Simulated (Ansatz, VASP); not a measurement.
## One calculation of ScAl3As4, two programs

```
CELL_PARAMETERS angstrom
6.07038 0.00000 0.09104
0.00000 3.82138 0.00000
0.07224 0.00000 6.63115
ATOMIC_POSITIONS crystal
Sc 0.50037 0.50000 0.75028
Al 0.99999 0.50000 0.75054
Al 0.49941 0.00000 0.24972
Al 0.99896 0.00000 0.24893
As 0.74963 0.50000 0.09019
As 0.25009 0.50000 0.41099
As 0.22983 0.00000 0.92020
As 0.77171 0.00000 0.57914
```

Change from the starting cell: species swapped into the Mn3CrP4 type (Pm, No. 6).

Alike in both runs: functional PBE; k mesh 3 × 5 × 3; occupations gaussian, width 0.2 eV; no spin polarisation.

Ansatz relaxed the structure, and its values are those at the end. VASP's run is a single point on that final structure, the one shown.

|  | VASP | Ansatz |
| --- | --- | --- |
| version | VASP 6.6.1 | Ansatz 0.2.0 |
| potentials or method | VASP PAW PBE potentials, release 64 (Sc_sv, Al, As), cutoff 520 eV | scalar-relativistic, plane waves, PAW |
| valence electrons in the cell | 40 | 80 |

Ansatz gave:

| Item | Value |
| --- | --- |
| gap on the k mesh at the Fermi level (eV) | none |
| pressure (GPa) | -0.1 |
| rms of the force components (eV/Å) | 0.028 |

What did VASP give for the same quantities?

gap on the k mesh at the Fermi level (eV): none; pressure (GPa): 0.2; rms of the force components (eV/Å): 0.028.

A gap of «none» marks a metal or a gap that the smearing closes. With one functional, cell and mesh, what is left measures potentials, basis and numerics. VASP's potentials hold 40 valence electrons a cell and Ansatz's 80, so a difference there can come from the potentials and not from the codes.
